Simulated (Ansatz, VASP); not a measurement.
## One calculation of Li, two programs

```
Li
1.0
    -1.55050    2.68554    0.00000
    -3.10100    0.00000    0.00000
    -1.55050    0.89518    7.58830
Li
3
Direct
  0.00000 0.00000 0.00000
  0.77800 0.77800 0.66600
  0.22200 0.22200 0.33400
```

Alike in both runs: task single point; functional PBE; k mesh 12 × 12 × 12; occupations gaussian, width 0.05 eV; no spin polarisation.

```csv
,VASP,Ansatz
version,VASP 6.6.1,Ansatz 0.2.0
potentials or method,"VASP PAW PBE potentials, release 64 (Li_sv), cutoff 520 eV","scalar-relativistic, plane waves, PAW"
valence electrons in the cell,9,9
```

```csv
,VASP,Ansatz,Ansatz less VASP
gap on the k mesh at the Fermi level (eV),none,none,-
rms of the force components (eV/Å),0.004,0.004,-0.0001
```

Atom by atom the forces differ by 0.000 eV/Å (rms over components). A gap of «none» marks a metal or a gap that the smearing closes.

Noted on VASP's run: the cutoff is short for stress, so the pressure is rough.
